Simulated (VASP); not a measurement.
# H2CO2 in VASP: further runs

H2CO2 is run at these levels: PBEsol; tasks: single point.

Everything below comes from runs of VASP 6.6.1. Logs are shortened: lines on timing, memory, paths and dates and some standing lists are left out, and cuts for length are marked.

**1. The cell of the first run**

The cell holds an amorphous packing of atoms, 40 atoms: a = 7.388 Å, b = 7.388 Å, c = 7.388 Å, α = 90.00°, β = 90.00°, γ = 90.00°.

**2. Single point, PBEsol**

Input file INCAR:

```
SYSTEM = H2CO2
PREC = Accurate
ENCUT = 520
EDIFF = 1E-7
ISMEAR = -1
SIGMA = 0.05
LREAL = Auto
LASPH = .TRUE.
NELM = 80
ALGO = Normal
ISIF = 2
LWAVE = .FALSE.
LCHARG = .TRUE.
GGA = PS
LELF = .TRUE.
LVHAR = .TRUE.
NBANDS = 98
```

Input file KPOINTS:

```
Automatic mesh
0
G
  1 1 1
  0 0 0
```

Input file POSCAR:

```
H2CO2
1.0
    7.3876590000      0.0000000000      0.0000000000
    0.0000000000      7.3876590000      0.0000000000
    0.0000000000      0.0000000000      7.3876590000
O C H
16 8 16
Direct
    0.3753421754      0.0620900342      0.7991300086
    0.4530528548      0.2122729271      1.0460147118
    0.0166358518      0.7884771076      0.9729604466
    0.1056220922      0.5596495453      0.7922942843
    0.4735058833      0.1340343402      0.3775350216
    0.7201740091      0.2974013825      0.4201060173
    0.9546596561     -0.0456572238      0.4761318843
    1.0673746582      0.1105898364      0.7200521843
    0.1164915706      0.6021799328      0.3750985258
    0.3875517265      0.5228313868      0.4740202546
    0.7511445777      0.4960299332      0.7867444883
    0.7738039885      0.7916039438      0.7478417723
   -0.0946849333      0.0888914878      0.0901638801
    0.0928440254      0.3039122407      0.2013763765
    0.7125531917      0.7814789502      0.2883051316
    0.4935528291      0.7421566155      0.0811082374
    0.4916983851      0.1137978892      0.9177196728
    0.1236792332      0.6480808061      0.9320273174
    0.5868976898      0.2300458102      0.4861891974
    1.0733440729      0.0664215823      0.5606782879
    0.2702073823      0.6345582545      0.4440919647
    0.6965806083      0.6515595806      0.7252229698
   -0.0595452497      0.2494294877      0.1567208232
    0.5782345937      0.6875385017      0.2099311839
    0.2459371771      0.1121058782      0.7861082922
    0.6299153764      0.0593963528      0.9147552696
   -0.0793620821      0.8023651335      0.8628985176
    0.2296803358      0.6358306468      1.0380419562
    0.5067505146      0.1541489665      0.2437849392
    0.5545464402      0.2267565409      0.6211439916
    0.8432305822     -0.0699274290      0.5547765537
    1.1916630153      0.0966476661      0.4740743989
    0.0862654868      0.4774178126      0.3068089634
    0.2842172331      0.7931876661      0.4800167414
    0.8909182192      0.4742232959      0.7978576163
    0.5621807937      0.6519521272      0.6556745513
    0.0057934455     -0.0048729916      0.0857105072
   -0.1859723087      0.3251368262      0.1368633826
    0.7356592934      0.8852330623      0.2091731630
    0.5781804493      0.5453419006      0.2412130825
```

Potentials or basis: VASP PAW PBE potentials, release 64 (O, C, H).

On the command line:

```bash
cat potpaw_PBE.64/O/POTCAR potpaw_PBE.64/C/POTCAR potpaw_PBE.64/H/POTCAR > POTCAR
mpirun -np 1 vasp_gam > vasp.out
```

OUTCAR:

```text
SYSTEM = H2CO2
   PREC = Accurate
   ENCUT = 520
   EDIFF = 1E-7
   ISMEAR = -1
   LREAL = Auto
   LASPH = .TRUE.
   NELM = 80
   ISIF = 2
   GGA = PS

 ion  position               nearest neighbor table
   1  0.375  0.062  0.799-  25 1.03  17 1.29
   2  0.453  0.212  0.046-  17 1.23
   3  0.017  0.788  0.973-  27 1.08  18 1.34
   4  0.106  0.560  0.792-  18 1.23
   5  0.474  0.134  0.378-  29 1.03  19 1.36
   6  0.720  0.297  0.420-  19 1.21
   7  0.955  0.954  0.476-  31 1.02  20 1.36
   8  0.067  0.111  0.720-  20 1.22  25 1.41
   9  0.116  0.602  0.375-  33 1.07  21 1.27
  10  0.388  0.523  0.474-  21 1.22
  11  0.751  0.496  0.787-  35 1.05  22 1.30
  12  0.774  0.792  0.748-  22 1.19  27 1.38
  13  0.905  0.089  0.090-  37 1.02  23 1.31
  14  0.093  0.304  0.201-  23 1.24
  15  0.713  0.781  0.288-  39 0.98  24 1.34
  16  0.494  0.742  0.081-  24 1.21
  17  0.492  0.114  0.918-  26 1.10   2 1.23   1 1.29
  18  0.124  0.648  0.932-  28 1.11   4 1.23   3 1.34
  19  0.587  0.230  0.486-  30 1.03   6 1.21   5 1.36
  20  0.073  0.066  0.561-  32 1.11   8 1.22   7 1.36
  21  0.270  0.635  0.444-  34 1.21  10 1.22   9 1.27
  22  0.697  0.652  0.725-  36 1.12  12 1.19  11 1.30
  23  0.940  0.249  0.157-  38 1.10  14 1.24  13 1.31
  24  0.578  0.688  0.210-  40 1.08  16 1.21  15 1.34
  25  0.246  0.112  0.786-   1 1.03   8 1.41
  26  0.630  0.059  0.915-  17 1.10
  27  0.921  0.802  0.863-   3 1.08  12 1.38
  28  0.230  0.636  0.038-  18 1.11
  29  0.507  0.154  0.244-   5 1.03
  30  0.555  0.227  0.621-  19 1.03
  31  0.843  0.930  0.555-   7 1.02
  32  0.192  0.097  0.474-  20 1.11
  33  0.086  0.477  0.307-   9 1.07
  34  0.284  0.793  0.480-  21 1.21
  35  0.891  0.474  0.798-  11 1.05
  36  0.562  0.652  0.656-  22 1.12
  37  0.006  0.995  0.086-  13 1.02
  38  0.814  0.325  0.137-  23 1.10
  39  0.736  0.885  0.209-  15 0.98
  40  0.578  0.545  0.241-  24 1.08

  LATTYP: Found a simple cubic cell.
 ALAT       =     7.3876590000

  Lattice vectors:

 A1 = (   7.3876590000,   0.0000000000,   0.0000000000)
 A2 = (   0.0000000000,   7.3876590000,   0.0000000000)
 A3 = (   0.0000000000,   0.0000000000,   7.3876590000)

Analysis of symmetry for initial positions (statically):
=====================================================================
 Subroutine PRICEL returns:
 Original cell was already a primitive cell.

 Routine SETGRP: Setting up the symmetry group for a
 simple cubic supercell.

 Subroutine GETGRP returns: Found  1 space group operations
 (whereof  1 operations were pure point group operations)
 out of a pool of 48 trial point group operations.

The static configuration has the point symmetry C_1 .

Analysis of symmetry for dynamics (positions and initial velocities):
=====================================================================
 Subroutine PRICEL returns:
 Original cell was already a primitive cell.

 Routine SETGRP: Setting up the symmetry group for a
 simple cubic supercell.

 Subroutine GETGRP returns: Found  1 space group operations
 (whereof  1 operations were pure point group operations)
 out of a pool of 48 trial point group operations.

The dynamic configuration has the point symmetry C_1 .

 Subroutine INISYM returns: Found  1 space group operations
 (whereof  1 operations are pure point group operations),
 and found     1 'primitive' translations

----------------------------------------------------------------------------------------

                                     Primitive cell

  volume of cell :     403.2000

  direct lattice vectors                    reciprocal lattice vectors
     7.387659000  0.000000000  0.000000000     0.135360877  0.000000000  0.000000000
     0.000000000  7.387659000  0.000000000     0.000000000  0.135360877  0.000000000
     0.000000000  0.000000000  7.387659000     0.000000000  0.000000000  0.135360877

  length of vectors
     7.387659000  7.387659000  7.387659000     0.135360877  0.135360877  0.135360877

  position of ions in fractional coordinates (direct lattice)
[... 49 lines left out ...]
   TEBEG  =    0.0;   TEEND  =   0.0 temperature during run
   PSTRESS=    0.0 pullay stress
   NELECT =     144.0000    total number of electrons
   NUPDOWN=      -1.0000    fix difference up-down
   EMIN   =  10.00;   EMAX   =-10.00  energy-range for DOS
   EFERMI =   0.00;   METHOD = LEGACY
   ISMEAR =    -1;   SIGMA  =   0.05  broadening in eV -4-tet -1-fermi 0-gaus
   EFERMI_NEDOS =   21; number of points for ismear=-14 and -15
   IALGO  =     38    algorithm
   IMIX   =      4    mixing-type and parameters
     AMIX     =   0.40;   BMIX     =  1.00
     AMIX_MAG =   1.60;   BMIX_MAG =  1.00
  volume/ion in A,a.u.               =      10.08        68.02
  Fermi-wavevector in a.u.,A,eV,Ry     =   1.161508  2.194932 18.355627  1.349101
  Thomas-Fermi vector in A             =   2.298079
   LORBIT       =      0    0 simple, 1 ext, 2 COOP (PROOUT), +10 PAW based schemes
   GGA     = PS    functional components
   LHFCALC =     F    Hartree Fock is set to
   AEXX    =    0.0000 exact exchange contribution
   IVDW    =     0    specifies the selected vdW correction
   LEPSILON=     F    determine dielectric tensor
   LRPA    =     F    only Hartree local field effects (RPA)
 non-spin polarized calculation
  energy-cutoff  :      520.00
  volume of cell :      403.20
 maximum number of plane-waves:      5414
 NGX is ok and might be reduce to    54
   NGX = 27   NGY = 27   NGZ = 27

 number of electron     143.9999997 magnetization

 Free energy of the ion-electron system (eV)
  ---------------------------------------------------
  ext. energy  EPLUGINS =         0.00000000
  ---------------------------------------------------
  free energy    TOTEN  =      -245.70063678 eV

  energy without entropy =     -245.70063678  energy(sigma->0) =     -245.70063678

 E-fermi :  -0.2342     XC(G=0):  -8.1330

 val. band max:       -1.4378513374   @ k =   0.0000   0.0000   0.0000
 cond. band min:       2.5617471317   @ k =   0.0000   0.0000   0.0000
 fundamental gap:      3.9995984690
 Fermi energy:        -0.2342090203

 k-point     1 :       0.0000    0.0000    0.0000
  band No.  band energies     occupation
      1     -24.1363      2.00000
      2     -23.5833      2.00000
      3     -23.4153      2.00000
      4     -23.1945      2.00000
      5     -22.9632      2.00000
      6     -22.9097      2.00000
[... 76 lines left out ...]
     83       6.1389      0.00000
     84       6.2135      0.00000
 [bands above 84 left out]

------------------------ aborting loop because EDIFF is reached ----------------------------------------

  FORCE on cell =-STRESS in cart. coord.  units (eV):
  Direction    XX          YY          ZZ          XY          YZ          ZX
  --------------------------------------------------------------------------------------
  -------------------------------------------------------------------------------------
  Total        7.4189994      6.1490166      8.4616191      0.1399581     -1.7969901     -0.7120733
  in kB       29.4805373     24.4340650     33.6235473      0.5561450     -7.1406172     -2.8295330
  external PRESSURE =      29.1793832 kB  Pullay stress =       0.0000000 kB

 VOLUME and BASIS-vectors are now :
 -----------------------------------------------------------------------------
  energy-cutoff  :      520.00
  volume of cell :      403.20
      direct lattice vectors                 reciprocal lattice vectors
     7.387659000  0.000000000  0.000000000     0.135360877  0.000000000  0.000000000
     0.000000000  7.387659000  0.000000000     0.000000000  0.135360877  0.000000000
     0.000000000  0.000000000  7.387659000     0.000000000  0.000000000  0.135360877

 POSITION                                       TOTAL-FORCE (eV/Angst)
 -----------------------------------------------------------------------------------
      2.77290      0.45870      5.90370         1.189921     -1.124319     -1.165318
      3.34700      1.56820      0.33994         0.126823      0.834623      0.657764
      0.12290      5.82500      7.18790         0.205424     -0.317592     -0.549664
      0.78030      4.13450      5.85320         0.006153     -0.595570      0.289629
      3.49810      0.99020      2.78910         0.051340      0.101376      1.280502
      5.32040      2.19710      3.10360         1.570691      1.127662      0.248943
[... 32 lines left out ...]
      5.43480      6.53980      1.54530         0.098001      0.659683      0.066411
      4.27140      4.02880      1.78200        -0.102741     -0.748447      1.017429
 -----------------------------------------------------------------------------------
    total drift:                                0.000701     -0.009618      0.008115

  FREE ENERGIE OF THE ION-ELECTRON SYSTEM (eV)
  ---------------------------------------------------
  free  energy   TOTEN  =      -245.7006367820 eV

  energy  without entropy=     -245.7006367819  energy(sigma->0) =     -245.70063678
```

Wall time 64 s (1 thread of AMD EPYC 7R43 (Zen 3), shared host); peak memory 0.35 GiB.

What came out:

```yaml
Free_energy: -245.7006 eV
Pressure: 2.9 GPa
Largest_force: 4.685 eV/Å
Band_gap_on_the_k_mesh: 4.00 eV
```

Forces on the atoms (eV/Å):
```
O    1.190 -1.124 -1.165
O    0.127  0.835  0.658
O    0.205 -0.318 -0.550
O    0.006 -0.596  0.290
O    0.051  0.101  1.281
O    1.571  1.128  0.249
O    0.135  1.675  1.134
O   -1.045  0.407  0.537
O   -2.643 -0.174 -1.556
O    0.967 -0.193  0.472
O    0.736 -1.538 -0.152
O    1.920  4.001 -0.089
O    0.237 -1.177  0.254
O   -1.122 -0.095  0.385
O   -0.464 -0.651  0.281
O   -0.977  0.985 -0.761
C   -0.437  0.115  1.121
C   -0.054  1.110  0.587
C   -0.564 -1.464 -4.415
C   -0.516 -1.790 -1.369
C    0.517  1.843  1.025
C   -2.296 -2.822 -0.247
C    0.438  0.274 -1.231
C    1.726 -0.291 -0.874
H   -0.246  0.403  0.453
H    0.185 -0.399 -0.801
H    0.236 -0.247  0.610
H    0.082 -0.465 -0.349
H   -0.395  0.318  0.263
H   -0.853  0.063  2.795
H    1.039 -0.093 -0.308
H   -0.024  0.126 -0.230
H    1.112  0.408  0.670
H    0.022 -1.972 -0.376
H   -0.981  1.203 -0.223
H    0.219 -0.565  0.113
H   -0.257  0.356 -0.035
H    0.155  0.709  0.470
H    0.098  0.660  0.066
H   -0.103 -0.748  1.017
```

Caveat: the k points lie up to 0.85 Å⁻¹ apart; the PAW data sets were made with another functional, which shifts forces and pressure a little.

(Part 1 of 2 ends here.)
